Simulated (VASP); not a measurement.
## Sr: relaxation of cell and atoms with LDA

The system is Sr.

```
Sr
1.0
     0.00000    2.29069    2.29069
     2.29069    0.00000    2.29069
     2.29069    2.29069    0.00000
Sr
1
Direct
  0.00000 0.00000 0.00000
```

| Item | Value |
| --- | --- |
| Program | VASP 6.6.1 |
| Task | relaxation of cell and atoms |
| Functional | LDA |
| Potentials or basis | VASP PAW LDA potentials, release 64 (Sr_sv) |
| Cutoff | 600 eV |
| k mesh | 14 × 14 × 14 |
| Occupations | fermi-dirac, width 0.05 eV |
| Spin | no spin polarisation |
| Target pressure | 25 GPa |
| Dipole correction | no |
| Further INCAR settings | ALGO = Normal; EDIFF = 1e-06; IBRION = 2; EDIFFG = -0.005; NSW = 32; ISIF = 3 |

```yaml
Relaxed_volume: 24.16 Å³/atom
Relaxed_cell: a = 3.245 Å, b = 3.245 Å, c = 3.245 Å, α = 60.00°, β = 60.00°, γ = 60.00°
Space_group_after_relaxing_to_0.05_Å: Fm-3m (No. 225)
Energy_change_on_relaxing_the_enthalpy_is_what_falls: -19.7 meV/atom
Ionic_steps: 3
Pressure_after_relaxing: 25.0 GPa
Band_gap_on_the_k_mesh: zero (band 5 reaches 5.55 eV, above the bottom of band 6 at 4.16 eV)
```

The path:
```tsv
step	energy change (eV)	largest force (eV/Å)	pressure (GPa)	volume (Å³)
1	0.0000	0.0000	25.35	24.04
2	-0.0286	0.0000	24.82	24.22
3	-0.0197	0.0000	25.01	24.16
```

Final structure:
```
Sr
1.0
     0.00000    2.29466    2.29466
     2.29466    0.00000    2.29466
     2.29466    2.29466    0.00000
Sr
1
Direct
  0.00000 0.00000 0.00000
```

Levels at points of the mesh, in eV from the Fermi level:
```tsv
k point	band 2	band 3	band 4	band 5	band 6	band 7	band 8	band 9
(0.00, 0.00, 0.00)	-16.40	-16.40	-16.40	-3.82	3.22	3.22	3.22	6.65
(0.50, 0.00, 0.00)	-18.79	-16.68	-16.68	-1.52	2.84	2.84	3.55	9.27
(0.50, 0.50, 0.00)	-18.59	-17.22	-17.22	-2.07	-0.92	5.81	9.35	10.11
```

It took 31 s on 1 thread of Intel(R) Xeon(R) Platinum 8488C (Sapphire Rapids) (shared host), peak memory 0.16 GiB.

Caveat: the cell is relaxed towards a set pressure, so the enthalpy falls and the energy may rise.
